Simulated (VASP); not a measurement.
Runs of VASP 6.6.1 on NaCl. The structure is that of space group Pm-3m (No. 221), or close to it. The cells are those of the table. 

```csv
task,level,potentials or basis,cell,k mesh,gap on the mesh (eV),pressure (GPa)
single point,PBE,"VASP PAW PBE potentials, release 64 (Na_pv, Cl)","a = 2.841 Å, 2 atoms",9 × 9 × 9,4.69,70.5
electric field gradients,PBE,"VASP PAW PBE potentials, release 64 (Na_pv, Cl)","a = 2.860 Å, 2 atoms",4 × 4 × 4,(a),(c)
electric field gradients,PBE,"VASP PAW PBE potentials, release 64 (Na_pv, Cl)","a = 2.802 Å, 2 atoms",9 × 9 × 9,4.53,(d)
electric field gradients,r2SCAN,"VASP PAW PBE potentials, release 64 (Na_pv, Cl)","a = 2.860 Å, 2 atoms",9 × 9 × 9,5.42,63.4
electric field gradients,PBE,"VASP PAW PBE potentials, release 64 (Na_pv, Cl)","a = 2.916 Å, 2 atoms",9 × 9 × 9,4.96,51.5
electric field gradients,PBE,"VASP PAW PBE potentials, release 64 (Na_pv, Cl)","a = 2.860 Å, 2 atoms",9 × 9 × 9,4.77,(b)
single point,LDA,"VASP PAW LDA potentials, release 64 (Na_pv, Cl)","a = 2.860 Å, 2 atoms",9 × 9 × 9,4.40,54.5
electric field gradients,PBE,"VASP PAW PBE potentials, release 64 (Na_pv, Cl)","a = 2.841 Å, 2 atoms",9 × 9 × 9,4.69,70.5
```

Alike in all rows: no spin polarisation; cutoff (eV) 520; smearing fermi-dirac 0.03 eV.

**Question.** Fill in the values left out.

**Answer.** (a) 4.39; (b) 65.1; (c) 66.3; (d) 82.5.

Caveats: some runs use coarse meshes; the PAW data sets were made with another functional, which shifts forces and pressure a little (some runs).

A k mesh can miss the band edges.
